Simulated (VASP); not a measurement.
A run of VASP 6.6.1 is set up as follows.

The input INCAR:

```
PREC = Accurate
ENCUT = 520
EDIFF = 1E-6
ISMEAR = 0
SIGMA = 0.05
LREAL = False
LASPH = True
NELM = 60
ALGO = Normal
ISIF = 2
LWAVE = False
LCHARG = True
GGA = PE
IVDW = 12
LELF = True
LVHAR = True
NBANDS = 16
```

The input KPOINTS:

```
Automatic mesh
0
Gamma
  9 9 8
```

POSCAR

```
Se
1.0
    4.1383419910      0.0000000000      0.0000000000
   -2.0691709955      3.5839092938      0.0000000000
    0.0000000000      0.0000000000      4.9552507000
Se
3
Direct
    0.2473450691      0.0000000000      0.3333333333
    0.0000000000      0.2473450691      0.6666666667
    0.7526549309      0.7526549309      0.0000000000
```

Potentials or basis: VASP PAW PBE potentials, release 64 (Se).

Launch:

```bash
$ cat potpaw_PBE.64/Se/POTCAR > POTCAR
$ mpirun -np 1 vasp_std > vasp.out
```

Problem. What does it give for the band gap on the k mesh?

Solution. 0.71 eV, indirect (least direct gap 0.93 eV).

Problem. Estimate the pressure.

Solution. 1.2 GPa.

Stress tensor (GPa, compression positive):
```
0.41 0.00 0.00
0.00 0.41 0.00
0.00 0.00 2.63
```

 A k mesh can miss the band edges.
